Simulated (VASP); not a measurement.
# Pt: single point with RPBE

Pt:

```xyz
1
Lattice="0.0000 1.9609 1.9609 1.9609 0.0000 1.9609 1.9609 1.9609 0.0000" Properties=species:S:1:pos:R:3 pbc="T T T"
Pt    0.0000    0.0000    0.0000
```

* Program: VASP 6.6.1
* Task: single point
* Functional: RPBE
* Potentials or basis: VASP PAW PBE potentials, release 64 (Pt)
* Cutoff: 520 eV
* k mesh: 15 × 15 × 15
* Occupations: methfessel-paxton, width 0.05 eV
* Spin: no spin polarisation
* Dipole correction: no
* Further INCAR settings: ALGO = Normal; EDIFF = 1e-06; NBANDS = 11

```json
{
 "Pressure": "13.7 GPa",
 "Band gap on the k mesh": "zero (band 5 reaches 11.79 eV, above the bottom of band 6 at 9.61 eV)"
}
```

Levels at points of the mesh, in eV from the Fermi level:
| k point | band 3 | band 4 | band 5 | band 6 | band 7 | band 8 |
| --- | --- | --- | --- | --- | --- | --- |
| (0.00, 0.00, 0.00) | -3.78 | -3.78 | -1.64 | -1.64 | 14.61 | 19.60 |

Run time: 6.2 s on 1 thread of Intel(R) Xeon(R) 6975P-C (Granite Rapids), on a shared host, peak memory 0.15 GiB.

Caveat: the PAW data sets were made with another functional, which shifts forces and pressure a little; spin-orbit coupling is left out, which moves the levels of the heavy elements.
